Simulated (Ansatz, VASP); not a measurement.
## Two plane-wave programs on W2Br3

```
W Br
1.0
     4.22975    2.44205    3.58157
    -4.22975    2.44205    3.58157
     0.00000   -4.88409    3.58157
W Br
2 3
Direct
  0.89666 0.89666 0.89666
  0.10334 0.10334 0.10334
  0.00000 0.50000 0.00000
  0.00000 0.00000 0.50000
  0.50000 0.00000 0.00000
```

Change from the starting cell: species swapped into the Br2Cl3 type (R-3m, No. 166).

Alike in both runs: functional PBE; k mesh 3 × 3 × 3; occupations gaussian, width 0.1 eV; no spin polarisation.

Ansatz relaxed the structure, and its values are those at the end. VASP's run is a single point on that final structure, the one shown.

|  | VASP | Ansatz |
| --- | --- | --- |
| version | VASP 6.6.1 | Ansatz 0.2.0 |
| potentials or method | VASP PAW PBE potentials, release 64 (W_sv, Br), cutoff 520 eV | scalar-relativistic, plane waves, PAW |
| valence electrons in the cell | 49 | 49 |

VASP gave:

```
gap on the k mesh at the Fermi level (eV) : none
pressure (GPa)                            : 0.3
rms of the force components (eV/Å)        : 0.132
```

Q: Which values does Ansatz return?

A: gap on the k mesh at the Fermi level (eV): none; pressure (GPa): 0.0; rms of the force components (eV/Å): 0.003.

A gap of «none» marks a metal or a gap that the smearing closes. One of these differences is far larger than is usual between the two programs; its cause wasn't traced. With one functional, cell and mesh, what is left measures potentials, basis and numerics.

Neither program's run includes spin-orbit coupling.
